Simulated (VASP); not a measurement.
Here is a VASP 6.6.1 calculation.

INCAR

```
ALGO = Normal
EDIFF = 1E-6
ENCUT = 520
GGA = PS
ISIF = 2
ISMEAR = -1
LASPH = T
LCHARG = F
LREAL = F
LWAVE = F
NBANDS = 11
NELM = 80
PREC = Accurate
SIGMA = 0.1
```

The input KPOINTS:

```
k-points
0
Gamma
  9 9 9
```

File POSCAR:

```
Hf
1.0
   -1.7464804307      1.7464804307      1.7464804307
    1.7464804307     -1.7464804307      1.7464804307
    1.7464804307      1.7464804307     -1.7464804307
Hf
1
Direct
    0.0000000000      0.0000000000      0.0000000000
```

Potentials or basis: VASP PAW PBE potentials, release 64 (Hf_pv).

Launch:

```bash
$ cat potpaw_PBE.64/Hf_pv/POTCAR > POTCAR
$ mpirun -np 1 vasp_std > vasp.out
```

What does it give for the band gap on the k mesh?

Zero (band 5 reaches 6.30 eV, above the bottom of band 6 at 4.06 eV).

Estimate the pressure.

-0.3 GPa.

Caveat: the PAW data sets were made with another functional, which shifts forces and pressure a little; spin-orbit coupling is left out, which moves the levels of the heavy elements.
